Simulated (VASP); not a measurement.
# TiC in VASP: a series of runs, part 2 of 2

VASP 6.6.1. The steps go on from the part before.

## 5. Single point, PBE

Contents of INCAR:

```
PREC = Accurate
ENCUT = 520
EDIFF = 1E-6
ISMEAR = -1
SIGMA = 0.2602
LREAL = False
LASPH = True
NELM = 120
ALGO = Normal
ISIF = 2
LWAVE = False
LCHARG = True
GGA = PE
LELF = True
LVHAR = True
ISYM = 0
NBANDS = 87
GGA_COMPAT = False
```

Contents of KPOINTS:

```
Automatic mesh
0
Gamma
  1 1 1
  0.25 0.25 0.25
```

Contents of POSCAR:

```
TiC
1.0
    5.9470330000      0.1677040000     -0.0467090000
    0.1677040000      5.6385680000      0.0272880000
   -0.0467090000      0.0272880000      5.8999950000
Ti C
9 9
Direct
    0.5118070870      0.7764097470      0.1286188087
    0.5829137560      0.8041896909      0.5803200834
    0.1939665799      0.1994061447      0.0873249198
    0.7288051317      0.1931568865      0.3230073744
   -0.0260199970      0.5983537866      0.3365634638
    0.0942359046      0.7040308043      0.9039760326
    0.3786204884      0.3965498339      0.5634574152
    0.7995910925      0.1477258084      0.8550776668
    0.0985008550      0.0390474534      0.5086225242
    0.2792593629      0.5056621012      0.1925368442
    0.7955691260      0.4673399243     -0.0286963859
    0.4702887313      0.0421421487      0.9002978378
    0.4076099537      0.0317186440      0.3977004243
    0.9142599646      0.9217725040      0.2195104980
    0.2684372552      0.8948805281      0.8167432237
    0.8432839917      0.5339279405      0.7662672810
    0.7073360335      0.4482199610      0.5419301088
   -0.0343804005      0.3243060437      0.6050663539
```

Potentials or basis: VASP PAW PBE potentials, release 64 (Ti_sv, C).

On the command line:

```bash
$ cat potpaw_PBE.64/Ti_sv/POTCAR potpaw_PBE.64/C/POTCAR > POTCAR
$ mpirun -np 1 vasp_std > vasp.out
```

OUTCAR:

```text
PREC = Accurate
   ENCUT = 520
   EDIFF = 1E-6
   ISMEAR = -1
   LREAL = False
   LASPH = True
   NELM = 120
   ISIF = 2
   GGA = PE
   ISYM = 0

 ion  position               nearest neighbor table
   1  0.512  0.776  0.129-  12 2.01  10 2.15  13 2.22  15 2.39   2 2.70   6 2.85
   2  0.583  0.804  0.580-  13 1.92  17 2.12  16 2.36  15 2.39  12 2.41   7 2.66   1 2.70   4 2.84
                             8 2.89
   3  0.194  0.199  0.087-  10 1.93  12 2.15  13 2.37  15 2.38  14 2.48   9 2.72   8 2.73
   4  0.729  0.193  0.323-  17 1.94  14 1.94  13 2.21  18 2.32   9 2.55   7 2.74   5 2.78   8 2.81
                             2 2.84
   5  0.974  0.598  0.337-  14 1.96  10 2.06  18 2.21  17 2.21   6 2.73   4 2.78   9 2.83   7 2.90
[... 5 lines left out ...]
   9  0.099  0.039  0.509-  18 1.85  13 1.96  14 2.14  15 2.19   4 2.55   7 2.71   3 2.72   8 2.78
                             5 2.83
  10  0.279  0.506  0.193-   3 1.93   5 2.06   1 2.15   6 2.26   7 2.33
  11  0.796  0.467  0.971-  16 1.30   8 1.93   6 2.32
  12  0.470  0.042  0.900-  15 1.57   1 2.01   8 2.10   3 2.15   2 2.41
  13  0.408  0.032  0.398-   2 1.92   9 1.96   4 2.21   1 2.22   7 2.29   3 2.37
  14  0.914  0.922  0.220-   4 1.94   5 1.96   9 2.14   6 2.46   3 2.48
  15  0.268  0.895  0.817-  12 1.57   6 1.62   9 2.19   3 2.38   2 2.39   1 2.39
[... 168 lines left out ...]
      3     -47.7083      2.00000
      4     -47.6622      2.00000
      5     -47.5658      2.00000
      6     -47.5266      2.00000
[... 76 lines left out ...]
     83      10.8485      0.00297
     84      10.9298      0.00217
 [bands above 84 left out]

------------------------ aborting loop because EDIFF is reached ----------------------------------------

  FORCE on cell =-STRESS in cart. coord.  units (eV):
  Direction    XX          YY          ZZ          XY          YZ          ZX
  --------------------------------------------------------------------------------------
  -------------------------------------------------------------------------------------
  Total       19.8229015     33.8956928     15.3160140      8.8660262     -1.3878100     -8.2002977
  in kB      160.6789897    274.7491674    124.1473989     71.8655708    -11.2492067    -66.4693586
  external PRESSURE =     186.5251853 kB  Pullay stress =       0.0000000 kB

 VOLUME and BASIS-vectors are now :
 -----------------------------------------------------------------------------
  energy-cutoff  :      520.00
  volume of cell :      197.66
      direct lattice vectors                 reciprocal lattice vectors
     5.947033000  0.167704000 -0.046709000     0.168303068 -0.005012281  0.001355602
     0.167704000  5.638568000  0.027288000    -0.005012281  0.177503236 -0.000860649
    -0.046709000  0.027288000  5.899995000     0.001355602 -0.000860649  0.169506382

 POSITION                                       TOTAL-FORCE (eV/Angst)
 -----------------------------------------------------------------------------------
      3.16793      4.46718      0.75613         0.020970     -1.316070     -0.327356
      3.57437      4.64807      3.41860        -0.094069      0.487430      3.864923
      1.18289      1.15928      0.51160         1.786391     -1.409727      0.242462
      4.35153      1.22017      1.87697        -2.371998      1.301505     -2.064787
      5.87692      3.54638      1.95656        -0.286441     -1.223922      0.324807
      0.63627      4.01020      5.34826        -6.430840     -5.818522      4.912772
[... 10 lines left out ...]
      4.25641      2.66073      3.17658         0.967384      2.377712      1.814832
      5.76870      2.00707      3.53364        -0.988266      2.906898      0.335546
 -----------------------------------------------------------------------------------
    total drift:                                0.000165     -0.000571     -0.000158

  FREE ENERGIE OF THE ION-ELECTRON SYSTEM (eV)
  ---------------------------------------------------
  free  energy   TOTEN  =      -149.5156252513 eV

  energy  without entropy=     -147.1622227848  energy(sigma->0) =     -148.33892402
```

OSZICAR:

```text
N       E                     dE             d eps       ncg     rms          rms(c)
DAV:   1     0.221309454656E+04    0.22131E+04   -0.68076E+04   174   0.203E+03
DAV:   2     0.222735320366E+03   -0.19904E+04   -0.19301E+04   174   0.647E+02
DAV:   3    -0.141145819795E+03   -0.36388E+03   -0.35264E+03   254   0.233E+02
[... 13 lines left out ...]
DAV:  17    -0.149515636608E+03   -0.67639E-04   -0.96980E-04   244   0.226E-01    0.507E-02
DAV:  18    -0.149515622109E+03    0.14499E-04   -0.30310E-04   244   0.147E-01    0.265E-02
DAV:  19    -0.149515623213E+03   -0.11042E-05   -0.63956E-05   268   0.472E-02    0.121E-02
DAV:  20    -0.149515624920E+03   -0.17062E-05   -0.18842E-05   236   0.287E-02    0.835E-03
DAV:  21    -0.149515625251E+03   -0.33158E-06   -0.97546E-06   172   0.223E-02
   1 F= -.14951563E+03 E0= -.14833892E+03  d E =-.235340E+01
```

Run time: 1.9 min. Hardware: 1 thread of AMD EPYC 7R43 (Zen 3), shared host; peak memory 0.25 GiB.

Results:

* Free energy: -149.5156 eV
* Pressure: 18.7 GPa
* Largest force: 12.236 eV/Å

Forces in eV/Å, atoms in the order of the input:
```
Ti   0.021 -1.316 -0.327
Ti  -0.094  0.487  3.865
Ti   1.786 -1.410  0.242
Ti  -2.372  1.302 -2.065
Ti  -0.286 -1.224  0.325
Ti  -6.431 -5.819  4.913
Ti  -1.650 -1.267 -0.830
Ti  -1.906 -1.493 -0.226
Ti   1.704 -5.227  0.515
C    0.262  1.402  0.126
C   -0.502 -0.267  8.829
C   -0.815  0.011 -2.601
C    0.971  2.339 -3.030
C    0.537  0.347 -2.572
C    9.634  7.394 -1.492
C   -0.838 -0.544 -7.821
C    0.967  2.378  1.815
C   -0.988  2.907  0.336
```

Stress tensor (GPa, compression positive):
```
16.07  7.19 -6.65
 7.19 27.47 -1.12
-6.65 -1.12 12.41
```

Levels at points of the mesh, in eV from the Fermi level:
| k point | band 68 | band 69 | band 70 | band 71 | band 72 | band 73 | band 74 | band 75 | band 76 | band 77 |
| --- | --- | --- | --- | --- | --- | --- | --- | --- | --- | --- |
| (0.25, 0.25, 0.25) | -0.88 | -0.73 | -0.44 | -0.27 | -0.12 | 0.20 | 0.32 | 0.41 | 0.65 | 0.81 |

Caveat: the k points lie up to 1.12 Å⁻¹ apart, too coarse for converged energies, forces and pressures; the atoms stand as in a frame of molecular dynamics; so wide a smearing shifts energies and pressures.

## 6. Single point, PBE

Contents of INCAR:

```
  PREC = Accurate
  ENCUT = 520
  EDIFF = 1E-6
  ISMEAR = -1
  SIGMA = 0.2602
  LREAL = F
  LASPH = T
  NELM = 120
  ALGO = Normal
  ISIF = 2
  LWAVE = F
  LCHARG = F
  GGA = PE
  NBANDS = 87
  ISYM = 0
  GGA_COMPAT = F
```

KPOINTS is that of step 5.

Contents of POSCAR:

```
TiC
1.0
    5.9470330000      0.1677040000     -0.0467090000
    0.1677040000      5.6385680000      0.0272880000
   -0.0467090000      0.0272880000      5.8999950000
Ti C
9 9
Direct
    0.4678578718      0.6464413995      0.1375540285
    0.5938019483      0.7886210689      0.5848913437
    0.3720855706      0.2170699494      0.0657831642
    0.7456419933      0.1368891209      0.3653341675
   -0.1113497888      0.5724785915      0.3478576112
    0.0067413117      0.6166455730      0.9541358688
    0.3646620204      0.3385761962      0.5481096054
    0.8491837083      0.0864684612      0.9064129665
    0.1527503774     -0.1194007548      0.4650185339
    0.2504765145      0.5165518601      0.3087180312
    0.7777799487      0.4086592371      0.0930186941
    0.4423525382     -0.0537805591      0.8805353917
    0.4171560258      0.0619525158      0.3471779858
    0.8750639292      0.9068870282      0.1718008622
    0.2648825011      0.8265534899      0.9024877826
    0.7782303077      0.4845536308      0.7413539944
    0.6581891550      0.4720707086      0.5611717454
    0.0489974575      0.2988233330      0.6904957260
```

Potentials or basis: VASP PAW PBE potentials, release 64 (Ti_sv, C).

On the command line:

```bash
$ cat potpaw_PBE.64/Ti_sv/POTCAR potpaw_PBE.64/C/POTCAR > POTCAR
$ mpirun -np 1 vasp_std > vasp.out
```

Run time: 1.7 min. Hardware: 1 thread of AMD EPYC 7R43 (Zen 3), shared host; peak memory 0.24 GiB.

Results (log left out):

| Quantity | Value |
| --- | --- |
| Free energy | -148.2888 eV |
| Pressure | 26.6 GPa |
| Largest force | 7.178 eV/Å |

Forces on the atoms (eV/Å):
```
Ti   3.828  4.263 -0.837
Ti  -1.840  5.519  2.290
Ti  -2.197  1.374 -0.060
Ti   0.683  1.496  0.625
Ti   3.445 -0.219  1.696
Ti   1.542 -0.260 -2.275
Ti  -2.789 -1.209  2.678
Ti  -0.398  2.126 -2.317
Ti  -0.445  0.580  1.096
C   -3.939  1.593 -1.968
C   -3.448 -2.949 -0.266
C    4.608  1.267 -2.497
C    0.327 -3.140  1.608
C    2.256 -4.026  1.121
C   -3.117 -0.881 -2.119
C    5.382 -0.347  4.036
C   -2.843 -5.514 -3.611
C   -1.052  0.328  0.798
```

Stress tensor (GPa, compression positive):
```
25.94  6.82 -5.18
 6.82 27.36 -4.53
-5.18 -4.53 26.42
```

Levels at points of the mesh, in eV from the Fermi level:
```tsv
k point	band 69	band 70	band 71	band 72	band 73	band 74	band 75	band 76
(0.25, 0.25, 0.25)	-0.54	-0.43	-0.14	-0.08	0.04	0.21	0.48	0.59
```

Caveat: the k points lie up to 1.12 Å⁻¹ apart, too coarse for converged energies, forces and pressures; the atoms stand as in a frame of molecular dynamics; so wide a smearing shifts energies and pressures.

## 7. Summary

```csv
cell,smearing,pressure (GPa),largest force (eV/Å)
"as given, atomic positions A",fermi-dirac 0.3619 eV,21.2,8.92
"as given, atomic positions B",fermi-dirac 0.3619 eV,20.9,10.74
"as given, atomic positions C",fermi-dirac 0.3619 eV,10.4,5.21
"as given, atomic positions D",fermi-dirac 0.2602 eV,18.7,12.24
"as given, atomic positions E",fermi-dirac 0.2602 eV,26.6,7.18
```

Alike in all rows: task single point; level PBE; potentials or basis VASP PAW PBE potentials, release 64 (Ti_sv, C); no spin polarisation; k mesh 1 × 1 × 1, shifted; cutoff (eV) 520.

Caveats: all runs use coarse meshes; the atoms stand as in a frame of molecular dynamics; so wide a smearing shifts energies and pressures.

Absolute energies hang on the potentials; compare differences alone.
